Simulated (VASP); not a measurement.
# HfO2: single point with PBEsol

Crystal: HfO2.

```
Hf O
1.0
    -0.13450    2.47884    2.47884
     2.47884   -0.13450    2.47884
     2.47884    2.47884   -0.13450
Hf O
1 2
Direct
  0.00000 0.00000 0.00000
  0.25000 0.25000 0.25000
  0.75000 0.75000 0.75000
```

```
Program                : VASP 6.6.1
Task                   : single point
Functional             : PBEsol
Potentials or basis    : VASP PAW PBE potentials, release 64 (Hf_pv, O)
Cutoff                 : 520 eV
k mesh                 : 8 × 8 × 8
Occupations            : gaussian, width 0.05 eV
Spin                   : no spin polarisation
Dipole correction      : no
Further INCAR settings : ALGO = Normal; EDIFF = 1e-06; NBANDS = 18
```

The pressure is -8.0 GPa and the largest force is 0.792 eV/Å. The band gap on the k mesh is 3.71 eV, direct.

Forces in eV/Å, atoms in the order of the input:
```
Hf   0.000  0.000  0.000
O    0.458  0.458  0.458
O   -0.458 -0.458 -0.458
```

Stress tensor (GPa, compression positive):
```
-7.96  5.88  5.88
 5.88 -7.96  5.88
 5.88  5.88 -7.96
```

Levels at points of the mesh, in eV from the valence-band top:
```
           k point  band 7  band 8  band 9  band 10  band 11  band 12  band 13  band 14  band 15  band 16
(0.00, 0.00, 0.00)   -5.37   -5.22   -0.62    -0.57    -0.57     3.83     3.83     5.56     9.98     9.98
(0.50, 0.00, 0.00)   -4.28   -3.00   -2.78    -1.91    -1.62     4.26     4.77     6.63     8.91     8.98
(0.50, 0.50, 0.00)   -3.65   -3.20   -1.87    -1.21     0.00     3.71     5.49     6.31     7.57     8.77
(0.50, 0.50, 0.50)   -4.19   -3.35   -2.55    -1.93    -1.93     4.75     4.75     7.57     8.80     8.81
```

It took 33 s on 1 thread of AMD EPYC 7R43 64-Core Processor (Zen 3), with other jobs on the host, peak memory 0.14 GiB.

Caveat: the PAW data sets were made with another functional, which shifts forces and pressure a little; spin-orbit coupling is left out, which moves the levels of the heavy elements. A k mesh can miss the band edges.
